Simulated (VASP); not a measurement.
Write the native input for VASP 6.6.1 that does the following.

| Quantity | Value |
| --- | --- |
| Task | single point |
| Functional | PBEsol |
| Potentials or basis | VASP PAW PBE potentials, release 64 (Cr_pv) |
| Cutoff | 520 eV |
| k mesh | 24 × 24 × 24 |
| Occupations | gaussian, width 0.15 eV |
| Spin | no spin polarisation |
| Dipole correction | no |
| Further INCAR settings | ALGO = Normal; EDIFF = 1e-06; NBANDS = 12 |

The structure of Cr lies in POSCAR:

```
Cr
1.0
   -1.4059012500      1.4059012500      1.4059012500
    1.4059012500     -1.4059012500      1.4059012500
    1.4059012500      1.4059012500     -1.4059012500
Cr
1
Direct
    0.0000000000      0.0000000000      0.0000000000
```

This cell differs from its parent crystal: strain -0.025 along x and y, -0.025 along z.

The input as run:

INCAR

```
SYSTEM = Cr
PREC     = Accurate       ! precision mode
ENCUT    = 520            ! plane-wave cutoff, eV
EDIFF    = 1E-6           ! SCF threshold, eV
ISMEAR   = 0              ! smearing method
SIGMA    = 0.15           ! smearing width, eV
LREAL    = .FALSE.        ! projectors in reciprocal space
LASPH    = .TRUE.         ! aspherical terms in the spheres
NELM     = 80             ! most SCF steps
ALGO     = Normal         ! electronic algorithm
ISIF     = 2              ! what is computed and relaxed
LWAVE    = .FALSE.        ! write WAVECAR
LCHARG   = .FALSE.        ! write CHGCAR
GGA      = PS             ! functional
NBANDS   = 12             ! bands
```

KPOINTS

```
Automatic mesh
0
G
  24 24 24
  0 0 0
```

Potentials or basis: VASP PAW PBE potentials, release 64 (Cr_pv).

Command:

```console
$ cat potpaw_PBE.64/Cr_pv/POTCAR > POTCAR
$ mpirun -np 1 vasp_std > vasp.out
```

Results of the run:

```yaml
Pressure: 0.2 GPa
Band_gap_on_the_k_mesh: zero (band 6 reaches 13.98 eV, above the bottom of band 7 at 10.42 eV)
```

Caveat: the cell differs from its parent crystal (strain -0.025 along x and y, -0.025 along z); the PAW data sets were made with another functional, which shifts forces and pressure a little; the run has no spin polarisation, though such a crystal can be magnetic.

Wall time 46 s on 1 thread of Intel(R) Xeon(R) Platinum 8375C CPU @ 2.90GHz (Ice Lake), on a shared host, peak memory 0.16 GiB.
